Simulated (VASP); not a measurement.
# Te2Mo (P6_3/mmc) in VASP: notebook

Aim: see how the results for Te2Mo move with the level of theory and the settings. Levels: PBE+D3(BJ), PBE+D4, PBE. Tasks: single point.

All numbers are computed with VASP 6.6.1; they aren't measurements. Logs are shortened: lines on timing, memory, paths and dates and some standing lists are left out, and cuts for length are marked.

### Step 1. The cell of the first run

The structure is hexagonal, space group P6_3/mmc (No. 194). The conventional cell has a = 3.498 Å, b = 3.498 Å, c = 13.684 Å, α = 90.00°, β = 90.00°, γ = 120.00°. Within 3.6 Å of Mo (site symmetry -6m2) lie 6 Te at 2.72 Å and 6 Mo at 3.50 Å. Te (site symmetry 3m) has 3 Mo at 2.72 Å and 10 Te at 3.50 to 3.79 Å within 3.8 Å.

### Step 2. Single point, PBE+D3(BJ)

Input file INCAR:

```
SYSTEM = Te2Mo
  PREC = Accurate
  ENCUT = 520
  EDIFF = 1E-6
  ISMEAR = -1
  SIGMA = 0.02
  LREAL = .FALSE.
  LASPH = .TRUE.
  NELM = 100
  ALGO = Normal
  ISIF = 2
  LWAVE = .FALSE.
  LCHARG = .FALSE.
  GGA = PE
  IVDW = 12
  NBANDS = 35
```

Input file KPOINTS:

```
regular mesh
0
G
  6 6 2
  0 0 0
```

Input file POSCAR:

```
Te2Mo
1.0
    3.4975415323      0.0000000000      0.0000000000
   -1.7487707662      3.0289598178      0.0000000000
    0.0000000000      0.0000000000     13.6836775761
Mo Te
2 4
Direct
    0.3333333333      0.6666666667      0.2500000000
    0.6666666667      0.3333333333      0.7500000000
    0.6666666667      0.3333333333      0.3827608483
    0.6666666667      0.3333333333      0.1172391517
    0.3333333333      0.6666666667      0.8827608483
    0.3333333333      0.6666666667      0.6172391517
```

Potentials or basis: VASP PAW PBE potentials, release 64 (Mo_sv, Te).

On the command line:

```console
> cat potpaw_PBE.64/Mo_sv/POTCAR potpaw_PBE.64/Te/POTCAR > POTCAR
> mpirun -np 1 vasp_std > vasp.out
```

OUTCAR:

```text
SYSTEM = Te2Mo
   PREC = Accurate
   ENCUT = 520
   EDIFF = 1E-6
   ISMEAR = -1
   LREAL = .FALSE.
   LASPH = .TRUE.
   NELM = 100
   ISIF = 2
   GGA = PE
   IVDW = 12
 IVDW          = 12

 ion  position               nearest neighbor table
   1  0.333  0.667  0.250-   3 2.72   4 2.72   3 2.72   4 2.72   3 2.72   4 2.72
   2  0.667  0.333  0.750-   5 2.72   6 2.72   5 2.72   6 2.72   5 2.72   6 2.72
   3  0.667  0.333  0.383-   1 2.72   1 2.72   1 2.72   4 3.63
   4  0.667  0.333  0.117-   1 2.72   1 2.72   1 2.72   3 3.63
   5  0.333  0.667  0.883-   2 2.72   2 2.72   2 2.72   6 3.63
   6  0.333  0.667  0.617-   2 2.72   2 2.72   2 2.72   5 3.63

  LATTYP: Found a hexagonal cell.
 ALAT       =     3.4975415323
 C/A-ratio  =     3.9123702892

  Lattice vectors:

 A1 = (   3.4975415323,   0.0000000000,   0.0000000000)
 A2 = (  -1.7487707662,   3.0289598178,   0.0000000000)
 A3 = (   0.0000000000,   0.0000000000,  13.6836775761)

Analysis of symmetry for initial positions (statically):
=====================================================================
 Subroutine PRICEL returns:
 Original cell was already a primitive cell.

 Routine SETGRP: Setting up the symmetry group for a
 hexagonal supercell.

 Subroutine GETGRP returns: Found 24 space group operations
 (whereof 12 operations were pure point group operations)
 out of a pool of 24 trial point group operations.

The static configuration has the point symmetry D_3d.
 The point group associated with its full space group is D_6h.

Analysis of symmetry for dynamics (positions and initial velocities):
=====================================================================
 Subroutine PRICEL returns:
 Original cell was already a primitive cell.

 Routine SETGRP: Setting up the symmetry group for a
 hexagonal supercell.

 Subroutine GETGRP returns: Found 24 space group operations
 (whereof 12 operations were pure point group operations)
 out of a pool of 24 trial point group operations.

The dynamic configuration has the point symmetry D_3d.
 The point group associated with its full space group is D_6h.

 Subroutine INISYM returns: Found 24 space group operations
 (whereof 12 operations are pure point group operations),
 and found     1 'primitive' translations

----------------------------------------------------------------------------------------

                                     Primitive cell

  volume of cell :     144.9637

  direct lattice vectors                    reciprocal lattice vectors
     3.497541532  0.000000000  0.000000000     0.285915118  0.165073170  0.000000000
    -1.748770766  3.028959818  0.000000000     0.000000000  0.330146341  0.000000000
     0.000000000  0.000000000 13.683677576     0.000000000  0.000000000  0.073079769

  length of vectors
     3.497541532  3.497541532 13.683677576     0.330146341  0.330146341  0.073079769

  position of ions in fractional coordinates (direct lattice)
     0.333333333  0.666666667  0.250000000
     0.666666667  0.333333333  0.750000000
     0.666666667  0.333333333  0.382760848
     0.666666667  0.333333333  0.117239152
     0.333333333  0.666666667  0.882760848
     0.333333333  0.666666667  0.617239152

  ion indices of the primitive-cell ions
   primitive index   ion index
                 1           1
                 2           2
                 3           3
                 4           4
                 5           5
                 6           6

----------------------------------------------------------------------------------------

 KPOINTS: regular mesh

Automatic generation of k-mesh.
 Grid dimensions read from file:
 generate k-points for:    6    6    2

 Generating k-lattice:

  Cartesian coordinates                     Fractional coordinates (reciprocal lattice)
     0.047652520  0.027512195  0.000000000     0.166666667  0.000000000  0.000000000
     0.000000000  0.055024390  0.000000000     0.000000000  0.166666667  0.000000000
     0.000000000  0.000000000  0.036539885     0.000000000  0.000000000  0.500000000

  Length of vectors
     0.055024390  0.055024390  0.036539885

  Shift w.r.t. Gamma in fractional coordinates (k-lattice)
     0.000000000  0.000000000  0.000000000

 Subroutine IBZKPT returns following result:
 ===========================================

 Found     14 irreducible k-points:

 Following reciprocal coordinates:
            Coordinates               Weight
  0.000000  0.000000  0.000000      1.000000
  0.166667  0.000000  0.000000      6.000000
  0.333333  0.000000  0.000000      6.000000
  0.500000  0.000000  0.000000      3.000000
  0.166667  0.166667  0.000000      6.000000
  0.333333  0.166667  0.000000     12.000000
  0.333333  0.333333  0.000000      2.000000
  0.000000  0.000000  0.500000      1.000000
  0.166667  0.000000  0.500000      6.000000
  0.333333  0.000000  0.500000      6.000000
  0.500000  0.000000  0.500000      3.000000
  0.166667  0.166667  0.500000      6.000000
  0.333333  0.166667  0.500000     12.000000
  0.333333  0.333333  0.500000      2.000000
   k-points           NKPTS =     14   k-points in BZ     NKDIM =     14   number of bands    NBANDS=     35
   number of dos      NEDOS =    301   number of ions     NIONS =      6
   total plane-waves  NPLWV =  84672
   dimension x,y,z NGX =    28 NGY =   28 NGZ =  108
   dimension x,y,z NGXF=    56 NGYF=   56 NGZF=  216
   ions per type =               2   4
   NGX,Y,Z   is equivalent  to a cutoff of  13.31, 13.31, 13.12 a.u.
   NGXF,Y,Z  is equivalent  to a cutoff of  26.62, 26.62, 26.24 a.u.
 SYSTEM =  Te2Mo
   PREC   = accura    normal or accurate (medium, high low for compatibility)
   ISTART =      0    job   : 0-new  1-cont  2-samecut
   ICHARG =      2    charge: 1-file 2-atom 10-const
   ISPIN  =      1    spin polarized calculation?
   LNONCOLLINEAR =      F non collinear calculations
   LSORBIT =      F    spin-orbit coupling
   LASPH  =      T    aspherical Exc in radial PAW
   ENCUT  =  520.0 eV  38.22 Ry    6.18 a.u.   6.50  6.50 25.44*2*pi/ulx,y,z
   NELM   =    100;   NELMIN=  2; NELMDL= -5     # of ELM steps
   EDIFF  = 0.1E-05   stopping-criterion for ELM
   LREAL  =      F    real-space projection
   EDIFFG = 0.1E-04   stopping-criterion for IOM
   NSW    =      0    number of steps for IOM
   IBRION =     -1    ionic relax: 0-MD 1-quasi-New 2-CG
   NFREE  =      0    steps in history (QN), initial steepest desc. (CG)
   ISIF   =      2    stress and relaxation
   ISYM   =      2    0-nonsym 1-usesym 2-fastsym
   POTIM  = 0.5000    time-step for ionic-motion
   TEBEG  =    0.0;   TEEND  =   0.0 temperature during run
   PSTRESS=    0.0 pullay stress
   NELECT =      52.0000    total number of electrons
   NUPDOWN=      -1.0000    fix difference up-down
   EMIN   =  10.00;   EMAX   =-10.00  energy-range for DOS
   EFERMI =   0.00;   METHOD = LEGACY
   ISMEAR =    -1;   SIGMA  =   0.02  broadening in eV -4-tet -1-fermi 0-gaus
   EFERMI_NEDOS =   21; number of points for ismear=-14 and -15
   IALGO  =     38    algorithm
   IMIX   =      4    mixing-type and parameters
     AMIX     =   0.40;   BMIX     =  1.00
     AMIX_MAG =   1.60;   BMIX_MAG =  1.00
  volume/ion in A,a.u.               =      24.16       163.04
  Fermi-wavevector in a.u.,A,eV,Ry     =   1.163205  2.198138 18.409302  1.353046
  Thomas-Fermi vector in A             =   2.299757
   LORBIT       =      0    0 simple, 1 ext, 2 COOP (PROOUT), +10 PAW based schemes
   GGA     = PE    functional components
   LHFCALC =     F    Hartree Fock is set to
   AEXX    =    0.0000 exact exchange contribution
   IVDW    =    12    specifies the selected vdW correction
   LEPSILON=     F    determine dielectric tensor
   LRPA    =     F    only Hartree local field effects (RPA)
 non-spin polarized calculation
  energy-cutoff  :      520.00
  volume of cell :      144.96
 maximum number of plane-waves:      3974
 NGX is ok and might be reduce to    28
   NGX = 13   NGY = 13   NGZ = 51

 number of electron      51.9999999 magnetization

 Free energy of the ion-electron system (eV)
  ---------------------------------------------------
  ext. energy  EPLUGINS =         0.00000000
  ---------------------------------------------------
  free energy    TOTEN  =       -35.90540541 eV

  energy without entropy =      -35.90540541  energy(sigma->0) =      -35.90540541

 E-fermi :   8.9834     XC(G=0): -10.6451

 val. band max:        8.6467454123   @ k =   0.0000   0.0000   0.0000
 cond. band min:       9.3511764565   @ k =   0.1667   0.1667   0.0000
 fundamental gap:      0.7044310442
 Fermi energy:         8.9833581414

 k-point     1 :       0.0000    0.0000    0.0000
  band No.  band energies     occupation
      1     -52.2140      2.00000
      2     -52.2140      2.00000
      3     -26.3933      2.00000
      4     -26.3933      2.00000
      5     -26.2489      2.00000
      6     -26.2489      2.00000
[... 27 lines left out ...]
     34      12.0492      0.00000
     35      14.4697      0.00000

 k-point     2 :       0.1667    0.0000    0.0000
  band No.  band energies     occupation
      1     -52.2114      2.00000
      2     -52.2113      2.00000
      3     -26.3857      2.00000
      4     -26.3856      2.00000
      5     -26.2836      2.00000
      6     -26.2836      2.00000
[... 27 lines left out ...]
     34      12.0621      0.00000
     35      15.0796      0.00000

 k-point     3 :       0.3333    0.0000    0.0000
  band No.  band energies     occupation
      1     -52.2061      2.00000
      2     -52.2060      2.00000
      3     -26.3704      2.00000
      4     -26.3704      2.00000
      5     -26.3524      2.00000
      6     -26.3524      2.00000
[... 27 lines left out ...]
     34      12.4293      0.00000
     35      13.5421      0.00000
[... 343 lines left out ...]
 k-point    13 :       0.3333    0.1667    0.5000
  band No.  band energies     occupation
      1     -52.2034      2.00000
      2     -52.2034      2.00000
      3     -26.3692      2.00000
      4     -26.3692      2.00000
      5     -26.3627      2.00000
      6     -26.3627      2.00000
[... 27 lines left out ...]
     34      12.1077      0.00000
     35      13.6570      0.00000

 k-point    14 :       0.3333    0.3333    0.5000
  band No.  band energies     occupation
      1     -52.2021      2.00000
      2     -52.2021      2.00000
      3     -26.3589      2.00000
      4     -26.3589      2.00000
      5     -26.3532      2.00000
      6     -26.3532      2.00000
[... 27 lines left out ...]
     34      12.1982      0.00000
     35      13.6055      0.00000

------------------------ aborting loop because EDIFF is reached ----------------------------------------

 Edisp (eV)   -3.32587

 E8    (eV) :    -1.5325

  FORCE on cell =-STRESS in cart. coord.  units (eV):
  Direction    XX          YY          ZZ          XY          YZ          ZX
  --------------------------------------------------------------------------------------
  -------------------------------------------------------------------------------------
  Total      -0.03542    -0.03542     0.04958     0.00000     0.00000     0.00000
  in kB      -0.39151    -0.39151     0.54795     0.00000     0.00000     0.00000
  external pressure =       -0.08 kB  Pullay stress =        0.00 kB

 VOLUME and BASIS-vectors are now :
 -----------------------------------------------------------------------------
  energy-cutoff  :      520.00
  volume of cell :      144.96
      direct lattice vectors                 reciprocal lattice vectors
     3.497541532  0.000000000  0.000000000     0.285915118  0.165073170  0.000000000
    -1.748770766  3.028959818  0.000000000     0.000000000  0.330146341  0.000000000
     0.000000000  0.000000000 13.683677576     0.000000000  0.000000000  0.073079769

 POSITION                                       TOTAL-FORCE (eV/Angst)
 -----------------------------------------------------------------------------------
     -0.00000      2.01931      3.42092        -0.000000      0.000000      0.000000
      1.74877      1.00965     10.26276         0.000000     -0.000000      0.000000
      1.74877      1.00965      5.23758        -0.000000      0.000000      0.015650
      1.74877      1.00965      1.60426        -0.000000      0.000000     -0.015650
     -0.00000      2.01931     12.07941        -0.000000     -0.000000      0.015650
     -0.00000      2.01931      8.44610        -0.000000     -0.000000     -0.015650
 -----------------------------------------------------------------------------------
    total drift:                               -0.000000      0.000000     -0.000000

  FREE ENERGIE OF THE ION-ELECTRON SYSTEM (eV)
  ---------------------------------------------------
  free  energy   TOTEN  =       -39.2312759772 eV

  energy  without entropy=      -39.2312759759  energy(sigma->0) =      -39.23127598
```

Wall time 70 s (1 thread of AMD EPYC 7R13 (Zen 3), shared host); peak memory 0.28 GiB.

Results:

- Free energy: -39.2313 eV
- Pressure: 0.0 GPa
- Largest force: 0.016 eV/Å
- Band gap on the k mesh: 0.70 eV (least direct gap 1.04 eV)
- Dispersion energy per atom: -0.554 eV

Forces in eV/Å, atoms in the order of the input:
```
Mo   0.000  0.000  0.000
Mo   0.000  0.000  0.000
Te   0.000  0.000  0.016
Te   0.000  0.000 -0.016
Te   0.000  0.000  0.016
Te   0.000  0.000 -0.016
```

Caveat: spin-orbit coupling is left out, which moves the levels of the heavy elements.

[end of part 1 of 2]
